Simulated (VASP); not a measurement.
The system is Cu.

```xyz
3
Lattice="1.3357 0.7712 6.4554 -1.3357 0.7712 6.4554 0.0000 -1.5423 6.4554" Properties=species:S:1:pos:R:3 pbc="T T T"
Cu    0.0000    0.0000    0.0000
Cu    0.0000    0.0000    4.3036
Cu    0.0000    0.0000   15.0627
```

```yaml
Program: VASP 6.6.1
Task: relaxation of cell and atoms
Functional: r2SCAN
Potentials_or_basis: VASP PAW PBE potentials, release 64 (Cu)
Cutoff: 600 eV
k_mesh: 9 × 9 × 9
Occupations: gaussian, width 0.1 eV
Spin: no spin polarisation
```

At the start: pressure -16.2 GPa; volume 13.30 Å³/atom.

Problem. Where does the relaxation end?

Solution. Over 6 steps the energy falls by 109.3 meV/atom and the volume is 11.44 Å³/atom (-14.0 %); space group R-3m (No. 166, to 0.1 Å) before and after.

The path:
| step | energy change (eV) | largest force (eV/Å) | pressure (GPa) | volume (Å³) |
| --- | --- | --- | --- | --- |
| 1 | 0.0000 | 0.0149 | -16.22 | 39.90 |
| 2 | -0.2726 | 0.0120 | 9.97 | 32.61 |
| 3 | -0.3250 | 0.0141 | 0.04 | 34.42 |
| 4 | -0.3249 | 0.0137 | 0.51 | 34.32 |
| 5 | -0.3278 | 0.0044 | 0.47 | 34.32 |
| 6 | -0.3280 | 0.0016 | 0.46 | 34.32 |

Final structure:
```
Cu
1.0
     1.25984    0.72737    6.24263
    -1.25984    0.72737    6.24263
     0.00000   -1.45474    6.24263
Cu
3
Direct
  0.00000 0.00000 0.00000
  0.22230 0.22230 0.22230
  0.77770 0.77770 0.77770
```

Caveat: the PAW data sets were made with another functional, which shifts forces and pressure a little.
